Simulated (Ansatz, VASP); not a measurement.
## One calculation of BN, two programs

INCAR

```
SYSTEM = BN
PREC = Accurate
ENCUT = 520
EDIFF = 1E-6
ISMEAR = 0
SIGMA = 0.05
LREAL = .FALSE.
LASPH = .TRUE.
NELM = 100
ALGO = Normal
ISIF = 2
LWAVE = .FALSE.
LCHARG = .TRUE.
GGA = PE
LELF = .TRUE.
LVHAR = .TRUE.
NBANDS = 26
```

Contents of KPOINTS:

```
regular mesh
0
G
  6 6 6
  0 0 0
```

Contents of POSCAR:

```
BN
1.0
    3.6246970237      0.0000000000      0.0000000000
    0.0000000000     -3.6246970237      0.0000000000
    0.0000000000      0.0000000000     -3.6246970237
B N
4 4
Direct
    0.0000000000      0.0000000000      0.0000000000
    0.5000000000      0.5000000000      0.0000000000
    0.5000000000      0.0000000000      0.5000000000
    0.0000000000      0.5000000000      0.5000000000
    0.7500000000      0.7327571795      0.7500000000
    0.2500000000      0.2500000000      0.7500000000
    0.2500000000      0.7500000000      0.2500000000
    0.7500000000      0.2500000000      0.2500000000
```

Input for Ansatz:

```yaml
crystal:
  lattice:
    - [3.6246970237, 0.0, 0.0]
    - [0.0, -3.6246970237, 0.0]
    - [0.0, 0.0, -3.6246970237]
  atoms:
    - { symbol: B, position: [0.0, 0.0, 0.0] }
    - { symbol: B, position: [0.5, 0.5, 0.0] }
    - { symbol: B, position: [0.5, 0.0, 0.5] }
    - { symbol: B, position: [0.0, 0.5, 0.5] }
    - { symbol: "N", position: [0.75, 0.7327571795, 0.75] }
    - { symbol: "N", position: [0.25, 0.25, 0.75] }
    - { symbol: "N", position: [0.25, 0.75, 0.25] }
    - { symbol: "N", position: [0.75, 0.25, 0.25] }
basis:
  ecutwfc: 420
kpoints:
  mp_grid: { grid: [6, 6, 6] }
hamiltonian:
  xc: pbe
scf:
  occupations: { method: gaussian, width: 0.05 }
output:
  forces: true
  stress: true
  eigenvalues: true
```

Alike in both runs: task single point; functional PBE; k mesh 6 × 6 × 6; occupations gaussian, width 0.05 eV; no spin polarisation.

|  | VASP | Ansatz |
| --- | --- | --- |
| version | VASP 6.6.1 | Ansatz 0.2.0 |
| potentials or method | VASP PAW PBE potentials, release 64 (B, N), cutoff 520 eV | scalar-relativistic, plane waves, PAW |
| valence electrons in the cell | 32 | 32 |

```tsv
	VASP	Ansatz	Ansatz less VASP
gap on the k mesh at the Fermi level (eV)	4.30	4.31	+0.012
least direct gap on the mesh (eV)	4.30	4.31	+0.012
pressure (GPa)	0.6	0.3	-0.24
traceless stress, the component that is largest in VASP (GPa)	0.33	0.30	-0.039
rms of the force components (eV/Å)	0.493	0.490	-0.0026
```

Atom by atom the forces differ by 0.003 eV/Å (rms over components).
